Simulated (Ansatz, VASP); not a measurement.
**Zr5TiN6: VASP beside Ansatz**

INCAR

```
  ALGO = Normal
  EDIFF = 1E-7
  EDIFFG = -0.025
  ENCUT = 600
  GGA = PE
  IBRION = 2
  ISIF = 3
  ISMEAR = 0
  LASPH = T
  LCHARG = F
  LREAL = F
  LWAVE = F
  NELM = 60
  NSW = 80
  PREC = Accurate
  SIGMA = 0.2
```

The input KPOINTS:

```
k-points
0
Gamma
  6 6 2
```

Contents of POSCAR:

```
Zr5TiN6
1.0
    3.2443361891      0.0275952939     -0.0312596623
    0.0275952939      3.2454130632      0.0606449747
   -0.1323290694      0.2567236006     13.7593379830
Zr Ti N
5 1 6
Direct
    0.0666463976      0.0044352902      0.8363973316
    0.4717686163      0.5047430329      0.0133585019
    0.0910094859      0.0047364297      0.1750000297
    0.5250273807      0.4417901815      0.3348064320
    0.5026220615      0.5509416048      0.6710505292
    0.0045627217     -0.0753325518      0.5010758468
   -0.1008139477     -0.0530906111     -0.0041839961
    0.5377376914      0.5239005960      0.1702129688
   -0.0287967895      0.0252973844      0.3293018571
    0.4271702024      0.5046223196      0.4965623356
    0.0081941514      0.0373435087      0.6531200784
    0.4948720283      0.5306128151      0.8232980851
```

Input for Ansatz:

```yaml
crystal:
  lattice:
    - [3.2443361891, 0.0275952939, -0.0312596623]
    - [0.0275952939, 3.2454130632, 0.0606449747]
    - [-0.1323290694, 0.2567236006, 13.759337983]
  atoms:
    - { symbol: Zr, position: [0.0666463976, 0.0044352902, 0.8363973316] }
    - { symbol: Zr, position: [0.4717686163, 0.5047430329, 0.0133585019] }
    - { symbol: Zr, position: [0.0910094859, 0.0047364297, 0.1750000297] }
    - { symbol: Zr, position: [0.5250273807, 0.4417901815, 0.334806432] }
    - { symbol: Zr, position: [0.5026220615, 0.5509416048, 0.6710505292] }
    - { symbol: Ti, position: [0.0045627217, -0.0753325518, 0.5010758468] }
    - { symbol: "N", position: [-0.1008139477, -0.0530906111, -0.0041839961] }
    - { symbol: "N", position: [0.5377376914, 0.523900596, 0.1702129688] }
    - { symbol: "N", position: [-0.0287967895, 0.0252973844, 0.3293018571] }
    - { symbol: "N", position: [0.4271702024, 0.5046223196, 0.4965623356] }
    - { symbol: "N", position: [0.0081941514, 0.0373435087, 0.6531200784] }
    - { symbol: "N", position: [0.4948720283, 0.5306128151, 0.8232980851] }
basis:
  ecutwfc: 420
kpoints:
  mp_grid: { grid: [6, 6, 2] }
hamiltonian:
  xc: pbe
scf:
  occupations: { method: gaussian, width: 0.2 }
  lower_state_search: "off"
output:
  forces: true
  stress: true
  eigenvalues: true
relax:
  adjacent_minimum: "off"
  f_tol: 0.025
  max_steps: 60
  cell: { stress_tol: 0.25 }
```

Change from the starting cell: cell x1, atoms moved at random (sigma 0.15 Å) and cell strained at random (1.5 %), then relaxed without symmetry.

Alike in both runs: task relaxation of cell and atoms; functional PBE; k mesh 6 × 6 × 2; occupations gaussian, width 0.2 eV; no spin polarisation.

|  | VASP | Ansatz |
| --- | --- | --- |
| version | VASP 6.6.1 | Ansatz 0.2.0 |
| potentials or method | VASP PAW PBE potentials, release 64 (Zr_sv, Ti_sv, N), cutoff 600 eV | scalar-relativistic, plane waves, PAW |
| valence electrons in the cell | 102 | 102 |

```tsv
	VASP	Ansatz	Ansatz less VASP
gap on the k mesh at the Fermi level, each at its own relaxed structure (eV)	none	none	-
relaxed volume (Å³/atom)	11.78	11.77	-0.006
relaxed length of the cell vector where the two differ most in proportion (Å)	3.219	3.218	-0.0012
```

A gap of «none» marks a metal or a gap that the smearing closes.
